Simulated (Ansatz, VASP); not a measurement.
Given: the input of a run of Ansatz 0.2.0 on GaN.

The input input.yaml:

```yaml
crystal:
  lattice:
    - [3.18, 0.0, 0.0]
    - [-1.59, 2.753960784, 0.0]
    - [0.0, 0.0, 5.166]
  atoms:
    - { symbol: Ga, position: [0.6666666667, 0.3333333333, 0.5] }
    - { symbol: Ga, position: [0.3333333333, 0.6666666667, 0.0] }
    - { symbol: "N", position: [0.6666666667, 0.3333333333, 0.875] }
    - { symbol: "N", position: [0.3333333333, 0.6666666667, 0.375] }
hamiltonian:
  xc: pbesol
  pseudopotentials: { kind: paw }
  dispersion: d4
kpoints:
  mp_grid: { grid: [10, 10, 5] }
scf:
  occupations: { method: fermi_dirac, width: 0.05 }
output:
  forces: true
  stress: true
  eigenvalues: true
relax:
  f_tol: 0.01
  max_steps: 40
  cell: { stress_tol: 0.05 }
```

Potentials or basis: Ansatz PAW.

Command:

```sh
$ ansatz run input.yaml --threads 1 --pin off --max-ram 3584MiB --backend cpu --events-out ev --progress --plain --runs-dir out
```

Question: Set up the same calculation for VASP 6.6.1. Potentials there: VASP PAW PBE potentials, release 64 (Ga_d, N).

Answer: As run (the cutoff follows the program's own potentials):

INCAR

```
SYSTEM = GaN
ALGO = Normal
EDIFF = 1E-6
EDIFFG = -0.01
ENCUT = 600
GGA = PS
IBRION = 2
ISIF = 3
ISMEAR = -1
IVDW = 13
LASPH = .True.
LCHARG = .False.
LREAL = .False.
LWAVE = .False.
NELM = 100
NSW = 60
PREC = Accurate
SIGMA = 0.05
```

KPOINTS

```
k-points
0
Gamma
  10 10 5
  0 0 0
```

POSCAR

```
GaN
1.0
    3.1800000000      0.0000000000      0.0000000000
   -1.5900000000      2.7539607840      0.0000000000
    0.0000000000      0.0000000000      5.1660000000
Ga N
2 2
Direct
    0.6666666667      0.3333333333      0.5000000000
    0.3333333333      0.6666666667      0.0000000000
    0.6666666667      0.3333333333      0.8750000000
    0.3333333333      0.6666666667      0.3750000000
```

Potentials or basis: VASP PAW PBE potentials, release 64 (Ga_d, N).

Run with:

```bash
$ cat potpaw_PBE.64/Ga_d/POTCAR potpaw_PBE.64/N/POTCAR > POTCAR
$ mpirun -np 1 vasp_std > vasp.out
```

Both were run:

|  | VASP | Ansatz | Ansatz less VASP |
| --- | --- | --- | --- |
| gap on the k mesh at the Fermi level, each at its own relaxed structure (eV) | 2.02 | 1.99 | -0.029 |
| relaxed volume (Å³/atom) | 11.16 | 11.18 | +0.021 |
| relaxed length of the cell vector where the two differ most in proportion (Å) | 3.162 | 3.165 | +0.0028 |

VASP's potentials were made for PBE, not for PBEsol.

Noted on Ansatz's run: odd divisions of the mesh miss points on the zone boundary, where band edges often lie, so the gap on the mesh can be too wide; the plane-wave basis is chosen anew once the cell has moved, so the energies of steps on either side of that aren't comparable.
